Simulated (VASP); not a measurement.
# Si2Ni (Imm2) in VASP: single point with PBE

Aim: the single point of Si2Ni with PBE.

Everything below comes from runs of VASP 6.6.1. Logs are shortened: lines on timing, memory, paths and dates and some standing lists are left out, and cuts for length are marked.

## Step 1: The cell of the first run

The structure is orthorhombic, space group Imm2 (No. 44). Conventional cell: a = 3.849 Å, b = 3.849 Å, c = 5.443 Å, α = 90.00°, β = 90.00°, γ = 90.00°. Si (site symmetry mm2) has 4 Ni at 2.36 Å and 6 Si at 2.64 to 2.80 Å within 3.1 Å. Within 3.1 Å of Si (site symmetry mm2) lie 4 Ni at 2.31 to 2.40 Å and 6 Si at 2.64 to 2.80 Å. Within 3.1 Å of Ni (site symmetry mm2) lie 8 Si at 2.31 to 2.40 Å.

## Step 2: Single point, PBE, collinear spin (atom 2 (Si) moved 0.08 Å along x)

Contents of INCAR:

```
SYSTEM = Si2Ni
PREC = Accurate
ENCUT = 520
EDIFF = 1E-6
ISMEAR = 0
SIGMA = 0.05
LREAL = .False.
LASPH = .True.
NELM = 150
ALGO = Normal
ISIF = 2
LWAVE = .False.
LCHARG = .True.
ISPIN = 2
MAGMOM = 0 0 0.05
LORBIT = 11
LMAXMIX = 4
GGA = PE
LELF = .True.
LVHAR = .True.
NBANDS = 20
```

Contents of KPOINTS:

```
Automatic mesh
0
Gamma
  12 12 12
  0 0 0
```

Contents of POSCAR:

```
Si2Ni
1.0
    0.0000000000      2.7216542978      2.7216542978
    2.7216542978      0.0000000000      2.7216542978
    2.7216542978      2.7216542978      0.0000000000
Si Ni
2 1
Direct
    0.2500000000      0.2500000000      0.2500000000
    0.7353030563      0.7646969437      0.7646969437
    0.0000000000      0.0000000000      0.0000000000
```

Potentials or basis: VASP PAW PBE potentials, release 64 (Si, Ni).

Command:

```bash
$ cat potpaw_PBE.64/Si/POTCAR potpaw_PBE.64/Ni/POTCAR > POTCAR
$ mpirun -np 1 vasp_std > vasp.out
```

OUTCAR:

```text
SYSTEM = Si2Ni
   PREC = Accurate
   ENCUT = 520
   EDIFF = 1E-6
   ISMEAR = 0
   LREAL = .False.
   LASPH = .True.
   NELM = 150
   ISIF = 2
   ISPIN = 2
   LORBIT = 11
   GGA = PE

 ion  position               nearest neighbor table
   1  0.250  0.250  0.250-   3 2.36   3 2.36   3 2.36   3 2.36   2 2.64   2 2.72   2 2.72   2 2.72
                             2 2.72   2 2.80
   2  0.735  0.765  0.765-   3 2.31   3 2.31   3 2.40   3 2.40   1 2.64   1 2.72   1 2.72   1 2.72
                             1 2.72   1 2.80
   3  0.000  0.000  0.000-   2 2.31   2 2.31   1 2.36   1 2.36   1 2.36   1 2.36   2 2.40   2 2.40

  LATTYP: Found a face centered cubic cell.
 ALAT       =     5.4433085956

  Lattice vectors:

 A1 = (   0.0000000000,   2.7216542978,   2.7216542978)
 A2 = (   2.7216542978,   0.0000000000,   2.7216542978)
 A3 = (   2.7216542978,   2.7216542978,   0.0000000000)

Analysis of symmetry for initial positions (statically):
=====================================================================
 Subroutine PRICEL returns:
 Original cell was already a primitive cell.

 Routine SETGRP: Setting up the symmetry group for a
 face centered cubic supercell.

 Subroutine GETGRP returns: Found  4 space group operations
 (whereof  4 operations were pure point group operations)
 out of a pool of 48 trial point group operations.

The static configuration has the point symmetry C_2v.

Analysis of symmetry for dynamics (positions and initial velocities):
=====================================================================
 Subroutine PRICEL returns:
 Original cell was already a primitive cell.

 Routine SETGRP: Setting up the symmetry group for a
 face centered cubic supercell.

 Subroutine GETGRP returns: Found  4 space group operations
 (whereof  4 operations were pure point group operations)
 out of a pool of 48 trial point group operations.

The dynamic configuration has the point symmetry C_2v.

Analysis of structural, dynamic, and magnetic symmetry:
=====================================================================
 Subroutine PRICEL returns:
 Original cell was already a primitive cell.

 Routine SETGRP: Setting up the symmetry group for a
 face centered cubic supercell.

 Subroutine GETGRP returns: Found  4 space group operations
 (whereof  4 operations were pure point group operations)
 out of a pool of 48 trial point group operations.

The overall configuration has the point symmetry C_2v.

 Subroutine INISYM returns: Found  4 space group operations
 (whereof  4 operations are pure point group operations),
 and found     1 'primitive' translations

----------------------------------------------------------------------------------------

                                     Primitive cell

  volume of cell :      40.3208

  direct lattice vectors                    reciprocal lattice vectors
     0.000000000  2.721654298  2.721654298    -0.183711796  0.183711796  0.183711796
     2.721654298  0.000000000  2.721654298     0.183711796 -0.183711796  0.183711796
     2.721654298  2.721654298  0.000000000     0.183711796  0.183711796 -0.183711796

  length of vectors
     3.849000420  3.849000420  3.849000420     0.318198165  0.318198165  0.318198165

  position of ions in fractional coordinates (direct lattice)
     0.250000000  0.250000000  0.250000000
     0.735303056  0.764696944  0.764696944
     0.000000000  0.000000000  0.000000000

  ion indices of the primitive-cell ions
   primitive index   ion index
                 1           1
                 2           2
                 3           3

----------------------------------------------------------------------------------------

 KPOINTS: Automatic mesh

Automatic generation of k-mesh.
 Grid dimensions read from file:
 generate k-points for:   12   12   12

 Generating k-lattice:

  Cartesian coordinates                     Fractional coordinates (reciprocal lattice)
    -0.015309316  0.015309316  0.015309316     0.083333333  0.000000000  0.000000000
     0.015309316 -0.015309316  0.015309316     0.000000000  0.083333333  0.000000000
     0.015309316  0.015309316 -0.015309316     0.000000000  0.000000000  0.083333333

  Length of vectors
     0.026516514  0.026516514  0.026516514

  Shift w.r.t. Gamma in fractional coordinates (k-lattice)
     0.000000000  0.000000000  0.000000000

 Subroutine IBZKPT returns following result:
 ===========================================

 Found    280 irreducible k-points:

 Following reciprocal coordinates:
            Coordinates               Weight
  0.000000  0.000000  0.000000      1.000000
  0.083333  0.000000  0.000000      4.000000
  0.000000  0.083333  0.000000      4.000000
  0.166667  0.000000  0.000000      4.000000
  0.000000  0.166667  0.000000      4.000000
  0.250000  0.000000  0.000000      4.000000
[... 16 lines left out ...]
  0.166667 -0.083333 -0.083333      4.000000
  0.333333  0.083333  0.000000      8.000000
 [... further k-points ...]
   k-points           NKPTS =    280   k-points in BZ     NKDIM =    280   number of bands    NBANDS=     20
   number of dos      NEDOS =    301   number of ions     NIONS =      3
   total plane-waves  NPLWV =  27000
   dimension x,y,z NGX =    30 NGY =   30 NGZ =   30
   dimension x,y,z NGXF=    60 NGYF=   60 NGZF=   60
   ions per type =               2   1
   NGX,Y,Z   is equivalent  to a cutoff of  12.96, 12.96, 12.96 a.u.
   NGXF,Y,Z  is equivalent  to a cutoff of  25.92, 25.92, 25.92 a.u.
 SYSTEM =  Si2Ni
   PREC   = accura    normal or accurate (medium, high low for compatibility)
   ISTART =      0    job   : 0-new  1-cont  2-samecut
   ICHARG =      2    charge: 1-file 2-atom 10-const
   ISPIN  =      2    spin polarized calculation?
   LNONCOLLINEAR =      F non collinear calculations
   LSORBIT =      F    spin-orbit coupling
   LASPH  =      T    aspherical Exc in radial PAW
   ENCUT  =  520.0 eV  38.22 Ry    6.18 a.u.   7.16  7.16  7.16*2*pi/ulx,y,z
   NELM   =    150;   NELMIN=  2; NELMDL= -5     # of ELM steps
   EDIFF  = 0.1E-05   stopping-criterion for ELM
   LREAL  =      F    real-space projection
   EDIFFG = 0.1E-04   stopping-criterion for IOM
   NSW    =      0    number of steps for IOM
   IBRION =     -1    ionic relax: 0-MD 1-quasi-New 2-CG
   NFREE  =      0    steps in history (QN), initial steepest desc. (CG)
   ISIF   =      2    stress and relaxation
   ISYM   =      2    0-nonsym 1-usesym 2-fastsym
   POTIM  = 0.5000    time-step for ionic-motion
   TEBEG  =    0.0;   TEEND  =   0.0 temperature during run
   PSTRESS=    0.0 pullay stress
   NELECT =      18.0000    total number of electrons
   NUPDOWN=      -1.0000    fix difference up-down
   EMIN   =  10.00;   EMAX   =-10.00  energy-range for DOS
   EFERMI =   0.00;   METHOD = LEGACY
   ISMEAR =     0;   SIGMA  =   0.05  broadening in eV -4-tet -1-fermi 0-gaus
   EFERMI_NEDOS =   21; number of points for ismear=-14 and -15
   IALGO  =     38    algorithm
   IMIX   =      4    mixing-type and parameters
     AMIX     =   0.40;   BMIX     =  1.00
     AMIX_MAG =   1.60;   BMIX_MAG =  1.00
  volume/ion in A,a.u.               =      13.44        90.70
  Fermi-wavevector in a.u.,A,eV,Ry     =   1.251188  2.364403 21.299545  1.565472
  Thomas-Fermi vector in A             =   2.385148
   LORBIT       =     11    0 simple, 1 ext, 2 COOP (PROOUT), +10 PAW based schemes
   GGA     = PE    functional components
   LHFCALC =     F    Hartree Fock is set to
   AEXX    =    0.0000 exact exchange contribution
   IVDW    =     0    specifies the selected vdW correction
   LEPSILON=     F    determine dielectric tensor
   LRPA    =     F    only Hartree local field effects (RPA)
 spin polarized calculation
 Gauss-broadening in eV      SIGMA  =   0.05
  energy-cutoff  :      520.00
  volume of cell :       40.32
 maximum number of plane-waves:      1106
 NGX is ok and might be reduce to    30
   NGX = 15   NGY = 15   NGZ = 15

 number of electron      17.9999991 magnetization       0.0001358

 number of electron      17.9999991 magnetization      -0.0000001

 Free energy of the ion-electron system (eV)
  ---------------------------------------------------
  ext. energy  EPLUGINS =         0.00000000
  ---------------------------------------------------
  free energy    TOTEN  =       -17.34330195 eV

  energy without entropy =      -17.34174633  energy(sigma->0) =      -17.34252414

 E-fermi :  10.1031     XC(G=0): -11.4910

 val. band max:       10.0958135677   @ k =  -0.2500   0.0833   0.0000
 cond. band min:      10.1067301773   @ k =   0.0000   0.2500   0.0833
 fundamental gap:      0.0109166097
 Fermi energy:        10.1030956407

 spin component 1

 k-point     1 :       0.0000    0.0000    0.0000
  band No.  band energies     occupation
      1      -3.5124      1.00000
      2       5.0356      1.00000
      3       5.0621      1.00000
      4       5.1315      1.00000
      5       6.7446      1.00000
      6       6.7558      1.00000
[... 12 lines left out ...]
     19      19.2431      0.00000
     20      22.6959      0.00000

 k-point     2 :       0.0833    0.0000    0.0000
  band No.  band energies     occupation
      1      -3.4106      1.00000
      2       4.8296      1.00000
      3       5.0924      1.00000
      4       5.1635      1.00000
      5       6.7240      1.00000
      6       6.7339      1.00000
[... 12 lines left out ...]
     19      19.7049      0.00000
     20      23.0430      0.00000
[... 465 lines left out ...]
      3       5.2666      1.00000
      4       5.2945      1.00000
      5       6.4685      1.00000
      6       6.7874      1.00000
[... 12 lines left out ...]
     19      22.4772      0.00000
     20      25.0883      0.00000

 k-point    24 :       0.3333    0.0833    0.0000
  band No.  band energies     occupation
      1      -2.0789      1.00000
      2       2.6681      1.00000
      3       5.3761      1.00000
      4       5.4539      1.00000
      5       6.4438      1.00000
      6       6.8109      1.00000
[... 12 lines left out ...]
     19      23.9014      0.00000
     20      24.3315      0.00000

 [... further k-points ...]

 spin component 2

 k-point     1 :       0.0000    0.0000    0.0000
  band No.  band energies     occupation
      1      -3.5124      1.00000
      2       5.0357      1.00000
      3       5.0622      1.00000
      4       5.1315      1.00000
      5       6.7447      1.00000
      6       6.7559      1.00000
[... 12 lines left out ...]
     19      19.2431      0.00000
     20      22.6959      0.00000

 k-point     2 :       0.0833    0.0000    0.0000
  band No.  band energies     occupation
      1      -3.4106      1.00000
      2       4.8296      1.00000
      3       5.0924      1.00000
      4       5.1636      1.00000
      5       6.7241      1.00000
      6       6.7340      1.00000
[... 12 lines left out ...]
     19      19.7049      0.00000
     20      23.0430      0.00000
[... 465 lines left out ...]
      3       5.2666      1.00000
      4       5.2945      1.00000
      5       6.4686      1.00000
      6       6.7875      1.00000
[... 12 lines left out ...]
     19      22.4773      0.00000
     20      25.0883      0.00000

 k-point    24 :       0.3333    0.0833    0.0000
  band No.  band energies     occupation
      1      -2.0789      1.00000
      2       2.6681      1.00000
      3       5.3761      1.00000
      4       5.4539      1.00000
      5       6.4439      1.00000
      6       6.8109      1.00000
[... 12 lines left out ...]
     19      23.9014      0.00000
     20      24.3315      0.00000

 [... further k-points ...]
[... 5 lines left out ...]
  --------------------------------------------------------------------------------------
  -------------------------------------------------------------------------------------
  Total        0.1043887      0.0629953      0.0629953      0.0000000      0.5961862      0.0000000
  in kB        4.1479666      2.5031684      2.5031684      0.0000000     23.6899202      0.0000000
  external PRESSURE =       3.0514345 kB  Pullay stress =       0.0000000 kB

 VOLUME and BASIS-vectors are now :
 -----------------------------------------------------------------------------
  energy-cutoff  :      520.00
  volume of cell :       40.32
      direct lattice vectors                 reciprocal lattice vectors
     0.000000000  2.721654298  2.721654298    -0.183711796  0.183711796  0.183711796
     2.721654298  0.000000000  2.721654298     0.183711796 -0.183711796  0.183711796
     2.721654298  2.721654298  0.000000000     0.183711796  0.183711796 -0.183711796

 POSITION                                       TOTAL-FORCE (eV/Angst)
 -----------------------------------------------------------------------------------
      1.36083      1.36083      1.36083         0.208947     -0.000000     -0.000000
      4.16248      4.08248      4.08248        -0.576511      0.000000      0.000000
      0.00000      0.00000      0.00000         0.367564     -0.000000     -0.000000
 -----------------------------------------------------------------------------------
    total drift:                               -0.000042      0.000000      0.000000

  FREE ENERGIE OF THE ION-ELECTRON SYSTEM (eV)
  ---------------------------------------------------
  free  energy   TOTEN  =       -17.3433019535 eV

  energy  without entropy=      -17.3417463290  energy(sigma->0) =      -17.34252414

 total charge

# of ion       s       p       d       tot
------------------------------------------
    1        0.743   0.832   0.000   1.575
    2        0.743   0.833   0.000   1.576
    3        0.549   0.772   8.438   9.759
--------------------------------------------------
tot          2.035   2.437   8.438  12.911

 magnetization (x)

# of ion       s       p       d       tot
------------------------------------------
    1       -0.000   0.000   0.000   0.000
    2       -0.000   0.000   0.000   0.000
    3       -0.000  -0.000   0.000   0.000
--------------------------------------------------
tot         -0.000   0.000   0.000   0.000
```

It took 3.6 min on 1 thread of Intel Xeon 6975P-C (Granite Rapids), shared host; peak memory 0.44 GiB.

Results:

| Quantity | Value |
| --- | --- |
| Free energy | -17.3433 eV |
| Pressure | 0.3 GPa |
| Largest force | 0.577 eV/Å |
| Band gap on the k mesh | zero (filled and empty bands overlap) |
| Net moment | 0.00 μB per cell |
| Valence electrons inside the program's atomic spheres | Si 1.57, 1.58; Ni 9.76 |

Forces on the atoms (eV/Å):
```
Si   0.209  0.000  0.000
Si  -0.577  0.000  0.000
Ni   0.368  0.000  0.000
```

Stress tensor (GPa, compression positive):
```
0.41 0.00 0.00
0.00 0.25 2.37
0.00 2.37 0.25
```

Caveat: the cell differs from its parent crystal (atom 2 (Si) moved 0.08 Å along x).
